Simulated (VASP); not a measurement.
## P: single point with PBE

Crystal: P.

```
P
1.0
    -3.93905    3.93905    3.21916
     3.93905   -3.93905    3.21916
     3.93905    3.93905   -3.21916
P
8
Direct
  0.27679 0.40717 0.75050
  0.65667 0.52629 0.24950
  0.27629 0.90667 0.74950
  0.15717 0.52679 0.25050
  0.09333 0.84283 0.36962
  0.47321 0.72371 0.63038
  0.59283 0.34333 0.86962
  0.47371 0.72321 0.13038
```

```yaml
Program: VASP 6.6.1
Task: single point
Functional: PBE
Potentials_or_basis: VASP PAW PBE potentials, release 64 (P)
Cutoff: 520 eV
k_mesh: 6 × 6 × 6
Occupations: gaussian, width 0.02 eV
Spin: no spin polarisation
Dipole_correction: no
Further_INCAR_settings: ALGO = Normal; EDIFF = 1e-07; NBANDS = 30
```

```json
{
  "Pressure": "-0.3 GPa",
  "Largest force": "0.063 eV/Å",
  "Band gap on the k mesh": "1.63 eV, indirect (least direct gap 1.71 eV)"
}
```

Forces on the atoms (eV/Å):
```
P    0.021  0.032  0.050
P   -0.021 -0.032  0.050
P   -0.032 -0.021  0.050
P    0.032  0.021  0.050
P   -0.021  0.032 -0.050
P    0.021 -0.032 -0.050
P    0.032 -0.021 -0.050
P   -0.032  0.021 -0.050
```

Levels at points of the mesh, in eV from the valence-band top:
```
           k point  band 16  band 17  band 18  band 19  band 20  band 21  band 22  band 23  band 24  band 25
(0.00, 0.00, 0.00)    -1.92    -1.64    -0.80    -0.65    -0.65     2.43     2.61     2.61     3.30     3.56
(0.50, 0.00, 0.00)    -1.45    -0.97    -0.91    -0.17    -0.08     1.63     2.77     2.79     2.93     3.36
(0.50, 0.50, 0.00)    -1.46    -0.77    -0.77    -0.68    -0.68     2.20     2.20     2.72     2.72     3.82
(0.50, 0.50, 0.50)    -1.79    -0.74    -0.74    -0.58    -0.58     2.31     2.31     2.48     2.48     3.70
```

Wall time 3.7 min on 1 thread of Oxide Virtual Turin-like Processor, with other jobs on the host, peak memory 0.33 GiB.

A k mesh can miss the band edges. A hybrid or GW would open this gap; PBE tends to underestimate it.
